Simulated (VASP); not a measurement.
Wanted: the native input for a VASP 6.6.1 run.

```
Task                   : single point
Functional             : PBE
Potentials or basis    : VASP PAW PBE potentials, release 64 (As)
Cutoff                 : 520 eV
k mesh                 : 6 × 8 × 1
Occupations            : fermi-dirac, width 0.02 eV
Spin                   : no spin polarisation
Dipole correction      : yes
Further INCAR settings : ALGO = Normal; EDIFF = 1e-06; NBANDS = 18
```

The structure of As lies in POSCAR:

```
As
1.0
    4.6871606320      0.0000000000      0.0000000000
    0.0000000000      3.6338990649      0.0000000000
    0.0000000000      0.0000000000     28.2703730404
As
4
Direct
    0.0720158591      0.0000000000      0.3779673855
    0.4279841409      0.5000000000      0.3779673855
    0.5720158591      0.5000000000      0.2941143013
    0.9279841409      0.0000000000      0.2941143013
```

This cell differs from its parent crystal: uniaxial x strain -2.5%.

One way to write it, as run:

INCAR

```
PREC = Accurate
ENCUT = 520
EDIFF = 1E-6
ISMEAR = -1
SIGMA = 0.02
LREAL = False
LASPH = True
NELM = 80
ALGO = Normal
ISIF = 2
LWAVE = False
LCHARG = True
LDIPOL = True
IDIPOL = 3
DIPOL = 0.5 0.5 0.336
GGA = PE
LELF = True
LVHAR = True
LVACPOTAV = True
NBANDS = 18
```

KPOINTS

```
regular mesh
0
Gamma
  6 8 1
```

Potentials or basis: VASP PAW PBE potentials, release 64 (As).

Run with:

```console
$ cat potpaw_PBE.64/As/POTCAR > POTCAR
$ mpirun -np 1 vasp_std > vasp.out
```

Results of the run:

| Item | Value |
| --- | --- |
| Largest force | 0.419 eV/Å |
| Band gap on the k mesh | 0.77 eV, indirect (least direct gap 0.78 eV) |

Caveat: the cell differs from its parent crystal (uniaxial x strain -2.5%).

Wall time 5.7 min on 1 thread of Intel(R) Xeon(R) Platinum 8259CL CPU @ 2.50GHz (Skylake/Cascade Lake) (shared host), peak memory 0.53 GiB.
